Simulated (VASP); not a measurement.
## TaN: relaxation of cell and atoms with PBE

TaN:

```xyz
2
Lattice="0.0000 2.1952 2.1952 2.1952 0.0000 2.1952 2.1952 2.1952 0.0000" Properties=species:S:1:pos:R:3 pbc="T T T"
Ta    2.1952    2.1952    2.1952
N     0.0000    0.0000    0.0000
```

```json
{
  "Program": "VASP 6.6.1",
  "Task": "relaxation of cell and atoms",
  "Functional": "PBE",
  "Potentials or basis": "VASP PAW PBE potentials, release 64 (Ta_pv, N)",
  "Cutoff": "600 eV",
  "k mesh": "16 × 16 × 16",
  "Occupations": "gaussian, width 0.1 eV",
  "Spin": "no spin polarisation",
  "Dipole correction": "no",
  "Further INCAR settings": "ALGO = Normal; EDIFF = 1e-06; IBRION = 2; EDIFFG = -0.005; NSW = 100; ISIF = 3"
}
```

```yaml
Relaxed_volume: 10.80 Å³/atom
Relaxed_cell: a = 3.126 Å, b = 3.126 Å, c = 3.126 Å, α = 60.00°, β = 60.00°, γ = 60.00°
Space_group_after_relaxing_to_0.1_Å: Fm-3m (No. 225)
Energy_gained_by_relaxing: 4.7 meV/atom
Ionic_steps: 4
Pressure_after_relaxing: 0.0 GPa
Band_gap_on_the_k_mesh: zero (bands 8 and 9 overlap by 3.92 eV)
```

The path:
```tsv
step	energy change (eV)	largest force (eV/Å)	pressure (GPa)	volume (Å³)
1	0.0000	0.0000	7.06	21.16
2	0.0365	0.0000	-13.79	22.62
3	-0.0094	0.0000	-0.10	21.60
4	-0.0094	0.0000	0.02	21.59
```

Final structure:
```cif
data_structure
_symmetry_space_group_name_H-M 'P 1'
_symmetry_Int_Tables_number 1
_cell_length_a 3.1255
_cell_length_b 3.1255
_cell_length_c 3.1255
_cell_angle_alpha 60.000
_cell_angle_beta 60.000
_cell_angle_gamma 60.000
_cell_volume 21.59
loop_
_atom_site_label
_atom_site_type_symbol
_atom_site_fract_x
_atom_site_fract_y
_atom_site_fract_z
_atom_site_occupancy
Ta1 Ta 0.50000 0.50000 0.50000 1
N1 N 0.00000 0.00000 0.00000 1
```

Levels at points of the mesh, in eV from the Fermi level:
| k point | band 5 | band 6 | band 7 | band 8 | band 9 | band 10 | band 11 | band 12 |
| --- | --- | --- | --- | --- | --- | --- | --- | --- |
| (0.00, 0.00, 0.00) | -3.78 | -3.78 | -3.78 | -2.06 | -2.06 | -2.06 | 0.07 | 0.07 |
| (0.50, 0.00, 0.00) | -10.24 | -7.46 | -7.46 | 1.86 | 1.86 | 1.95 | 3.78 | 7.38 |
| (0.50, 0.50, 0.00) | -6.61 | -5.35 | -4.60 | -4.60 | 2.08 | 3.47 | 3.47 | 4.38 |

It took 100 s on 1 thread of Intel(R) Xeon(R) Platinum 8488C (Sapphire Rapids) (shared host), peak memory 0.21 GiB.

Caveat: spin-orbit coupling is left out, which moves the levels of the heavy elements. PBE usually gives volumes a little too large and moduli too small.
